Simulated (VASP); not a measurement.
Wanted: the native input for a VASP 6.6.1 run.

* Task: single point
* Functional: PBE
* Potentials or basis: VASP PAW PBE potentials, release 64 (Ca_sv)
* Cutoff: 520 eV
* k mesh: 8 × 8 × 4
* Occupations: fermi-dirac, width 0.05 eV
* Spin: no spin polarisation
* Dipole correction: no
* Further INCAR settings: ALGO = Normal; EDIFF = 1e-07; NBANDS = 17

The structure of Ca lies in POSCAR:

```
Ca
1.0
    4.0063583840      0.0000000000      0.0000000000
   -2.0031791920      3.4696081373      0.0000000000
    0.0000000000      0.0000000000      6.5631800663
Ca
2
Direct
    0.6666666667      0.3333333333      0.7500000000
    0.3333333333      0.6666666667      0.2500000000
```

This cell differs from its parent crystal: volume scaled by 1.02.

The input as run:

INCAR

```
PREC = Accurate
ENCUT = 520
EDIFF = 1E-7
ISMEAR = -1
SIGMA = 0.05
LREAL = F
LASPH = T
NELM = 100
ALGO = Normal
ISIF = 2
LWAVE = F
LCHARG = F
GGA = PE
NBANDS = 17
```

KPOINTS

```
Automatic mesh
0
Gamma
  8 8 4
```

Potentials or basis: VASP PAW PBE potentials, release 64 (Ca_sv).

Command:

```console
$ cat potpaw_PBE.64/Ca_sv/POTCAR > POTCAR
$ mpirun -np 1 vasp_std > vasp.out
```

Results of the run:

The pressure is -1.1 GPa and the band gap on the k mesh is zero (band 10 reaches 1.97 eV, above the bottom of band 11 at 1.44 eV).

It took 23 s on 1 thread of Intel(R) Xeon(R) 6975P-C (Granite Rapids) (shared host), peak memory 0.21 GiB.
